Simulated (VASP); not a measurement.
# Zn in VASP: notebook

Zn is run at these levels: PBE, LDA; tasks: electric field gradients.

Program: VASP 6.6.1. These are calculated values, not measurements. Logs are shortened: lines on timing, memory, paths and dates and some standing lists are left out, and cuts for length are marked.

## Step 1: The cell of the first run

It takes space group P2_1/m (No. 11, monoclinic). Conventional cell: a = 2.648 Å, b = 4.947 Å, c = 2.665 Å, α = 90.00°, β = 119.35°, γ = 90.00°. Zn (site symmetry m) has 12 Zn at 2.65 to 2.92 Å within 3.5 Å.

## Step 2: Electric field gradients, PBE (xy shear strain of +1.5 %)

INCAR

```
PREC = Accurate
ENCUT = 520
EDIFF = 1E-8
ISMEAR = -1
SIGMA = 0.03
LREAL = False
LASPH = True
NELM = 80
ALGO = Normal
ISIF = 2
LWAVE = False
LCHARG = False
GGA = PE
LEFG = True
NBANDS = 19
```

KPOINTS

```
regular mesh
0
Gamma
  18 18 8
```

POSCAR

```
Zn
1.0
    2.6647980532      0.0199859854      0.0000000000
   -1.3150906555      2.2977898173      0.0000000000
    0.0000000000      0.0000000000      4.9467000000
Zn
2
Direct
    0.3333333333      0.6666666667      0.2500000000
    0.6666666667      0.3333333333      0.7500000000
```

Potentials or basis: VASP PAW PBE potentials, release 64 (Zn).

Launch:

```
> cat potpaw_PBE.64/Zn/POTCAR > POTCAR
> mpirun -np 1 vasp_std > vasp.out
```

OUTCAR:

```text
PREC = Accurate
   ENCUT = 520
   EDIFF = 1E-8
   ISMEAR = -1
   LREAL = False
   LASPH = True
   NELM = 80
   ISIF = 2
   GGA = PE

 ion  position               nearest neighbor table
   1  0.333  0.667  0.250-   2 2.91   2 2.91   2 2.91   2 2.91   2 2.92   2 2.92
   2  0.667  0.333  0.750-   1 2.91   1 2.91   1 2.91   1 2.91   1 2.92   1 2.92

  Warning from LATTYP: Monoclinic adjustment (A1->A3, A2->A1, A3->A2)!
  LATTYP: Found a simple monoclinic cell.
 ALAT       =     2.6475085414
 B/A-ratio  =     1.8684358984
 C/A-ratio  =     1.0065587921
 COS(beta)  =    -0.4902045493

  Lattice vectors:

 A1 = (  -1.3150906555,   2.2977898173,   0.0000000000)
 A2 = (   0.0000000000,   0.0000000000,   4.9467000000)
 A3 = (   2.6647980532,   0.0199859854,   0.0000000000)

Analysis of symmetry for initial positions (statically):
=====================================================================
 Subroutine PRICEL returns:
 Original cell was already a primitive cell.

 Routine SETGRP: Setting up the symmetry group for a
 simple monoclinic supercell.

 Subroutine GETGRP returns: Found  4 space group operations
 (whereof  2 operations were pure point group operations)
 out of a pool of  4 trial point group operations.

The static configuration has the point symmetry S_2 .
 The point group associated with its full space group is C_2h.

Analysis of symmetry for dynamics (positions and initial velocities):
=====================================================================
 Subroutine PRICEL returns:
 Original cell was already a primitive cell.

 Routine SETGRP: Setting up the symmetry group for a
 simple monoclinic supercell.

 Subroutine GETGRP returns: Found  4 space group operations
 (whereof  2 operations were pure point group operations)
 out of a pool of  4 trial point group operations.

The dynamic configuration has the point symmetry S_2 .
 The point group associated with its full space group is C_2h.

 Subroutine INISYM returns: Found  4 space group operations
 (whereof  2 operations are pure point group operations),
 and found     1 'primitive' translations

----------------------------------------------------------------------------------------

                                     Primitive cell

  volume of cell :      30.4194

  direct lattice vectors                    reciprocal lattice vectors
     2.664798053  0.019985985  0.000000000     0.373659040  0.213855727  0.000000000
    -1.315090655  2.297789817  0.000000000    -0.003250055  0.433340715  0.000000000
     0.000000000  0.000000000  4.946700000     0.000000000  0.000000000  0.202154972

  length of vectors
     2.664873000  2.647508541  4.946700000     0.430529151  0.433352903  0.202154972

  position of ions in fractional coordinates (direct lattice)
     0.333333333  0.666666667  0.250000000
     0.666666667  0.333333333  0.750000000

  ion indices of the primitive-cell ions
   primitive index   ion index
                 1           1
                 2           2

----------------------------------------------------------------------------------------

 KPOINTS: regular mesh

Automatic generation of k-mesh.
 Grid dimensions read from file:
 generate k-points for:   18   18    8

 Generating k-lattice:

  Cartesian coordinates                     Fractional coordinates (reciprocal lattice)
     0.020758836  0.011880874  0.000000000     0.055555556 -0.000000000  0.000000000
    -0.000180559  0.024074484  0.000000000     0.000000000  0.055555556  0.000000000
     0.000000000  0.000000000  0.025269372     0.000000000  0.000000000  0.125000000

  Length of vectors
     0.023918286  0.024075161  0.025269372

  Shift w.r.t. Gamma in fractional coordinates (k-lattice)
     0.000000000  0.000000000  0.000000000

 Subroutine IBZKPT returns following result:
 ===========================================

 Found    820 irreducible k-points:

 Following reciprocal coordinates:
            Coordinates               Weight
  0.000000  0.000000  0.000000      1.000000
  0.055556 -0.000000  0.000000      2.000000
  0.111111 -0.000000  0.000000      2.000000
  0.166667  0.000000  0.000000      2.000000
  0.222222  0.000000  0.000000      2.000000
  0.277778  0.000000  0.000000      2.000000
[... 16 lines left out ...]
 -0.333333  0.055556  0.000000      2.000000
 -0.277778  0.055556  0.000000      2.000000
 [... further k-points ...]
   k-points           NKPTS =    820   k-points in BZ     NKDIM =    820   number of bands    NBANDS=     19
   number of dos      NEDOS =    301   number of ions     NIONS =      2
   total plane-waves  NPLWV =  16000
   dimension x,y,z NGX =    20 NGY =   20 NGZ =   40
   dimension x,y,z NGXF=    40 NGYF=   40 NGZF=   80
   ions per type =               2
   NGX,Y,Z   is equivalent  to a cutoff of  12.48, 12.56, 13.44 a.u.
   NGXF,Y,Z  is equivalent  to a cutoff of  24.95, 25.12, 26.89 a.u.
 SYSTEM =  unknown system
   PREC   = accura    normal or accurate (medium, high low for compatibility)
   ISTART =      0    job   : 0-new  1-cont  2-samecut
   ICHARG =      2    charge: 1-file 2-atom 10-const
   ISPIN  =      1    spin polarized calculation?
   LNONCOLLINEAR =      F non collinear calculations
   LSORBIT =      F    spin-orbit coupling
   LASPH  =      T    aspherical Exc in radial PAW
   ENCUT  =  520.0 eV  38.22 Ry    6.18 a.u.   4.95  4.92  9.20*2*pi/ulx,y,z
   NELM   =     80;   NELMIN=  2; NELMDL= -5     # of ELM steps
   EDIFF  = 0.1E-07   stopping-criterion for ELM
   LREAL  =      F    real-space projection
   EDIFFG = 0.1E-06   stopping-criterion for IOM
   NSW    =      0    number of steps for IOM
   IBRION =     -1    ionic relax: 0-MD 1-quasi-New 2-CG
   NFREE  =      0    steps in history (QN), initial steepest desc. (CG)
   ISIF   =      2    stress and relaxation
   ISYM   =      2    0-nonsym 1-usesym 2-fastsym
   POTIM  = 0.5000    time-step for ionic-motion
   TEBEG  =    0.0;   TEEND  =   0.0 temperature during run
   PSTRESS=    0.0 pullay stress
   NELECT =      24.0000    total number of electrons
   NUPDOWN=      -1.0000    fix difference up-down
   EMIN   =  10.00;   EMAX   =-10.00  energy-range for DOS
   EFERMI =   0.00;   METHOD = LEGACY
   ISMEAR =    -1;   SIGMA  =   0.03  broadening in eV -4-tet -1-fermi 0-gaus
   EFERMI_NEDOS =   21; number of points for ismear=-14 and -15
   IALGO  =     38    algorithm
   IMIX   =      4    mixing-type and parameters
     AMIX     =   0.40;   BMIX     =  1.00
     AMIX_MAG =   1.60;   BMIX_MAG =  1.00
  volume/ion in A,a.u.               =      15.21       102.64
  Fermi-wavevector in a.u.,A,eV,Ry     =   1.512731  2.858648 31.134972  2.288356
  Thomas-Fermi vector in A             =   2.622616
   LORBIT       =      0    0 simple, 1 ext, 2 COOP (PROOUT), +10 PAW based schemes
   GGA     = PE    functional components
   LHFCALC =     F    Hartree Fock is set to
   AEXX    =    0.0000 exact exchange contribution
   IVDW    =     0    specifies the selected vdW correction
   LEPSILON=     F    determine dielectric tensor
   LRPA    =     F    only Hartree local field effects (RPA)
 non-spin polarized calculation
  energy-cutoff  :      520.00
  volume of cell :       30.42
 maximum number of plane-waves:       847
   NGX =  9   NGY =  9   NGZ = 19

 number of electron      24.0000012 magnetization

 Free energy of the ion-electron system (eV)
  ---------------------------------------------------
  ext. energy  EPLUGINS =         0.00000000
  ---------------------------------------------------
  free energy    TOTEN  =        -2.21482562 eV

  energy without entropy =       -2.21348584  energy(sigma->0) =       -2.21415573

 E-fermi :   3.2535     XC(G=0): -11.5519

 val. band max:        3.2405317515   @ k =   0.3333   0.2222   0.2500
 cond. band min:       3.2584000541   @ k =   0.3333   0.3889   0.0000
 fundamental gap:      0.0178683026
 Fermi energy:         3.2534711018

 k-point     1 :       0.0000    0.0000    0.0000
  band No.  band energies     occupation
      1      -7.2895      2.00000
      2      -5.4960      2.00000
      3      -4.8014      2.00000
      4      -4.6046      2.00000
      5      -4.5529      2.00000
      6      -4.5410      2.00000
[... 11 lines left out ...]
     18      21.9484      0.00000
     19      22.3660      0.00000
[... 485 lines left out ...]
 k-point    24 :      -0.2778    0.0556    0.0000
  band No.  band energies     occupation
      1      -5.6233      2.00000
      2      -5.0890      2.00000
      3      -4.6958      2.00000
      4      -4.6906      2.00000
      5      -4.6411      2.00000
      6      -4.4048      2.00000
[... 11 lines left out ...]
     18      19.2482      0.00000
     19      19.8516      0.00000

 [... further k-points ...]

------------------------ aborting loop because EDIFF is reached ----------------------------------------

  FORCE on cell =-STRESS in cart. coord.  units (eV):
  Direction    XX          YY          ZZ          XY          YZ          ZX
  --------------------------------------------------------------------------------------
  -------------------------------------------------------------------------------------
  Total       -0.0525121     -0.0552274      0.1158431     -0.0971596      0.0000000      0.0000000
  in kB       -2.7657904     -2.9088065      6.1014121     -5.1173588      0.0000000      0.0000000
  external PRESSURE =       0.1422717 kB  Pullay stress =       0.0000000 kB

 VOLUME and BASIS-vectors are now :
 -----------------------------------------------------------------------------
  energy-cutoff  :      520.00
  volume of cell :       30.42
      direct lattice vectors                 reciprocal lattice vectors
     2.664798053  0.019985985  0.000000000     0.373659040  0.213855727  0.000000000
    -1.315090655  2.297789817  0.000000000    -0.003250055  0.433340715  0.000000000
     0.000000000  0.000000000  4.946700000     0.000000000  0.000000000  0.202154972

 POSITION                                       TOTAL-FORCE (eV/Angst)
 -----------------------------------------------------------------------------------
      0.01154      1.53852      1.23667         0.006060      0.001690      0.000000
      1.33817      0.77925      3.71002        -0.006060     -0.001690     -0.000000
 -----------------------------------------------------------------------------------
    total drift:                                0.000000     -0.000000      0.000000

  FREE ENERGIE OF THE ION-ELECTRON SYSTEM (eV)
  ---------------------------------------------------
  free  energy   TOTEN  =        -2.2148256203 eV

  energy  without entropy=       -2.2134858444  energy(sigma->0) =       -2.21415573

 Electric field gradients (V/A^2)
---------------------------------------------------------------------
 ion       V_xx      V_yy      V_zz      V_xy      V_xz      V_yz
---------------------------------------------------------------------
   1     -17.603   -17.780    35.383     2.617     0.000     0.000
   2     -17.603   -17.780    35.383     2.617     0.000    -0.000
---------------------------------------------------------------------

 Electric field gradients after diagonalization (V/A^2)
 (convention: |V_zz| > |V_xx| > |V_yy|)
----------------------------------------------------------------------
 ion       V_xx      V_yy      V_zz     asymmetry (V_yy - V_xx)/ V_zz
----------------------------------------------------------------------
   1     -20.310   -15.073    35.383       0.148
   2     -20.310   -15.073    35.383       0.148
----------------------------------------------------------------------

           NMR quadrupolar parameters

 Cq : quadrupolar parameter    Cq=e*Q*V_zz/h
 eta: asymmetry parameters     (V_yy - V_xx)/ V_zz
 Q  : nuclear electric quadrupole moment in mb (millibarn)
----------------------------------------------------------------------
 ion       Cq(MHz)       eta       Q (mb)
----------------------------------------------------------------------
   1       0.086       0.148       1.000
   2       0.086       0.148       1.000
----------------------------------------------------------------------
```

It took 4 min on 1 thread of AMD EPYC 7R13 (Zen 3), shared host; peak memory 0.43 GiB.

Results:

```yaml
Free_energy: -2.2148 eV
Pressure: 0.0 GPa
Largest_force: 0.006 eV/Å
Band_gap_on_the_k_mesh: zero (bands 12 and 13 overlap by 4.71 eV)
Largest_electric_field_gradient_by_atom: Zn +35.4 V/Å²
```

Forces on the atoms (eV/Å):
```
Zn   0.006  0.002  0.000
Zn  -0.006 -0.002  0.000
```

Electric field gradients, principal values (V/Å²):
```
atom    least   middle  greatest (by size)
1 Zn  -15.073  -20.310              35.383
2 Zn  -15.073  -20.310              35.383
```

Caveat: the cell differs from its parent crystal (xy shear strain of +1.5 %); without QUAD_EFG the Cq values of the log hold for a quadrupole moment of 1 mb, not for the nuclei.

## Step 3: Electric field gradients, PBE (equal xx and yy strain of +3 %)

INCAR

```
PREC = Accurate ; ENCUT = 520
EDIFF = 1E-8 ; ISMEAR = -1
SIGMA = 0.03 ; LREAL = F
LASPH = T ; NELM = 100
ALGO = Normal ; ISIF = 2
LWAVE = F ; LCHARG = F
GGA = PE ; LEFG = T
NBANDS = 19
```

KPOINTS

```
Automatic mesh
0
Gamma
  18 18 8
```

POSCAR

```
Zn
1.0
    2.7447419948      0.0000000000      0.0000000000
   -1.3723709974      2.3770162943      0.0000000000
    0.0000000000      0.0000000000      4.9467000000
Zn
2
Direct
    0.3333333333      0.6666666667      0.2500000000
    0.6666666667      0.3333333333      0.7500000000
```

Potentials or basis: VASP PAW PBE potentials, release 64 (Zn).

Launch:

```
> cat potpaw_PBE.64/Zn/POTCAR > POTCAR
> mpirun -np 1 vasp_std > vasp.out
```

OUTCAR:

```text
PREC = Accurate
   ENCUT = 520
   EDIFF = 1E-8
   ISMEAR = -1
   LREAL = F
   LASPH = T
   NELM = 100
   ISIF = 2
   GGA = PE

 ion  position               nearest neighbor table
   1  0.333  0.667  0.250-   2 2.94   2 2.94   2 2.94   2 2.94   2 2.94   2 2.94
   2  0.667  0.333  0.750-   1 2.94   1 2.94   1 2.94   1 2.94   1 2.94   1 2.94

  LATTYP: Found a hexagonal cell.
 ALAT       =     2.7447419948
 C/A-ratio  =     1.8022458976

  Lattice vectors:

 A1 = (   2.7447419948,   0.0000000000,   0.0000000000)
 A2 = (  -1.3723709974,   2.3770162943,   0.0000000000)
 A3 = (   0.0000000000,   0.0000000000,   4.9467000000)

Analysis of symmetry for initial positions (statically):
=====================================================================
 Subroutine PRICEL returns:
 Original cell was already a primitive cell.

 Routine SETGRP: Setting up the symmetry group for a
 hexagonal supercell.

 Subroutine GETGRP returns: Found 24 space group operations
 (whereof 12 operations were pure point group operations)
 out of a pool of 24 trial point group operations.

The static configuration has the point symmetry D_3d.
 The point group associated with its full space group is D_6h.

Analysis of symmetry for dynamics (positions and initial velocities):
=====================================================================
 Subroutine PRICEL returns:
 Original cell was already a primitive cell.

 Routine SETGRP: Setting up the symmetry group for a
 hexagonal supercell.

 Subroutine GETGRP returns: Found 24 space group operations
 (whereof 12 operations were pure point group operations)
 out of a pool of 24 trial point group operations.
[... 157 lines left out ...]
  band No.  band energies     occupation
      1      -7.2287      2.00000
      2      -5.5848      2.00000
      3      -4.9863      2.00000
      4      -4.8153      2.00000
      5      -4.8153      2.00000
      6      -4.7647      2.00000
[... 505 lines left out ...]
      6      -4.6870      2.00000
[... 11 lines left out ...]
     18      15.0661      0.00000
     19      16.4888      0.00000

 [... further k-points ...]

------------------------ aborting loop because EDIFF is reached ----------------------------------------

  FORCE on cell =-STRESS in cart. coord.  units (eV):
  Direction    XX          YY          ZZ          XY          YZ          ZX
  --------------------------------------------------------------------------------------
  -------------------------------------------------------------------------------------
  Total       -0.9851293     -0.9851293     -0.3666646      0.0000000     -0.0000000      0.0000000
  in kB      -48.9051457    -48.9051457    -18.2024672      0.0000000     -0.0000000      0.0000000
  external PRESSURE =     -38.6709195 kB  Pullay stress =       0.0000000 kB

 VOLUME and BASIS-vectors are now :
 -----------------------------------------------------------------------------
  energy-cutoff  :      520.00
  volume of cell :       32.27
      direct lattice vectors                 reciprocal lattice vectors
     2.744741995  0.000000000  0.000000000     0.364332969  0.210347738  0.000000000
    -1.372370997  2.377016294  0.000000000     0.000000000  0.420695475  0.000000000
     0.000000000  0.000000000  4.946700000     0.000000000  0.000000000  0.202154972

 POSITION                                       TOTAL-FORCE (eV/Angst)
 -----------------------------------------------------------------------------------
     -0.00000      1.58468      1.23667        -0.000000      0.000000      0.000000
      1.37237      0.79234      3.71002         0.000000     -0.000000      0.000000
 -----------------------------------------------------------------------------------
    total drift:                               -0.000000      0.000000      0.000000

  FREE ENERGIE OF THE ION-ELECTRON SYSTEM (eV)
  ---------------------------------------------------
  free  energy   TOTEN  =        -2.1835143530 eV

  energy  without entropy=       -2.1821120381  energy(sigma->0) =       -2.18281320

 Electric field gradients (V/A^2)
---------------------------------------------------------------------
 ion       V_xx      V_yy      V_zz      V_xy      V_xz      V_yz
---------------------------------------------------------------------
   1     -11.957   -11.949    23.906     0.007     0.000    -0.000
   2     -11.957   -11.949    23.906     0.007    -0.000     0.000
---------------------------------------------------------------------

 Electric field gradients after diagonalization (V/A^2)
 (convention: |V_zz| > |V_xx| > |V_yy|)
----------------------------------------------------------------------
 ion       V_xx      V_yy      V_zz     asymmetry (V_yy - V_xx)/ V_zz
----------------------------------------------------------------------
   1     -11.961   -11.946    23.906       0.001
   2     -11.961   -11.946    23.906       0.001
----------------------------------------------------------------------

           NMR quadrupolar parameters

 Cq : quadrupolar parameter    Cq=e*Q*V_zz/h
 eta: asymmetry parameters     (V_yy - V_xx)/ V_zz
 Q  : nuclear electric quadrupole moment in mb (millibarn)
----------------------------------------------------------------------
 ion       Cq(MHz)       eta       Q (mb)
----------------------------------------------------------------------
   1       0.058       0.001       1.000
   2       0.058       0.001       1.000
----------------------------------------------------------------------
```

It took 2.7 min on 1 thread of AMD EPYC 7R13, shared host; peak memory 0.18 GiB.

Results:

```yaml
Free_energy: -2.1835 eV
Pressure: -3.9 GPa
Band_gap_on_the_k_mesh: zero (bands 12 and 13 overlap by 4.12 eV)
Largest_electric_field_gradient_by_atom: Zn +23.9 V/Å²
```

Levels at points of the mesh, in eV from the Fermi level:
| k point | band 10 | band 11 | band 12 | band 13 | band 14 | band 15 |
| --- | --- | --- | --- | --- | --- | --- |
| (0.00, 0.00, 0.00) | -7.07 | -7.07 | -3.28 | -2.81 | 13.98 | 16.01 |
| (0.50, 0.00, 0.00) | -6.92 | -2.82 | -2.35 | 2.61 | 3.40 | 3.82 |
| (0.00, 0.00, 0.50) | -7.16 | -7.16 | -7.16 | 4.88 | 4.88 | 17.28 |
| (0.50, 0.00, 0.50) | -6.93 | -1.80 | -1.80 | -0.18 | -0.18 | 10.05 |

Electric field gradients, principal values (V/Å²):
```csv
atom,least,middle,greatest (by size)
1 Zn,-11.946,-11.961,23.906
2 Zn,-11.946,-11.961,23.906
```

Caveat: the cell differs from its parent crystal (equal xx and yy strain of +3 %); the cell stands under tension; without QUAD_EFG the Cq values of the log hold for a quadrupole moment of 1 mb, not for the nuclei.

[end of part 1 of 2]
